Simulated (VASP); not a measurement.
A run of VASP 6.6.1 is set up as follows.

Contents of POSCAR:

```
ZnS
1.0
    0.0000000000      2.6853889112      2.6853889112
    2.6853889112      0.0000000000      2.6853889112
    2.6853889112      2.6853889112      0.0000000000
Zn S
1 1
Direct
    0.2500000000      0.2500000000      0.2500000000
    0.0000000000      0.0000000000      0.0000000000
```

INCAR.step1

```
PREC = Accurate
ENCUT = 400
EDIFF = 1E-5
ISMEAR = 0
SIGMA = 0.02
LREAL = False
LASPH = True
NELM = 120
ALGO = Normal
ISIF = 2
LWAVE = True
LCHARG = False
NBANDS = 16
GGA = PE
GGA_COMPAT = False
```

Contents of INCAR.step2:

```
PREC = Accurate
ENCUT = 400
EDIFF = 1E-6
ISMEAR = 0
SIGMA = 0.02
LREAL = False
LASPH = True
NELM = 120
ALGO = Normal
ISIF = 2
LWAVE = False
LCHARG = False
GGA = PE
LHFCALC = True
HFSCREEN = 0.2079
PRECFOCK = Normal
NBANDS = 16
ISTART = 1
GGA_COMPAT = False
```

Contents of KPOINTS:

```
Automatic mesh
0
Gamma
  6 6 6
```

Potentials or basis: VASP PAW PBE potentials, release 64 (Zn, S).

Launch:

```sh
$ cat potpaw_PBE.64/Zn/POTCAR potpaw_PBE.64/S/POTCAR > POTCAR
$ cp INCAR.step1 INCAR
$ mpirun -np 1 vasp_std > vasp.out
$ cp INCAR.step2 INCAR
$ mpirun -np 1 vasp_std > vasp.out
```

Task: Predict the pressure.

Result: 2.1 GPa.

Task: Predict the band gap on the k mesh.

Result: 3.41 eV.

Caveat: the PAW data sets were made with another functional, which shifts forces and pressure a little.
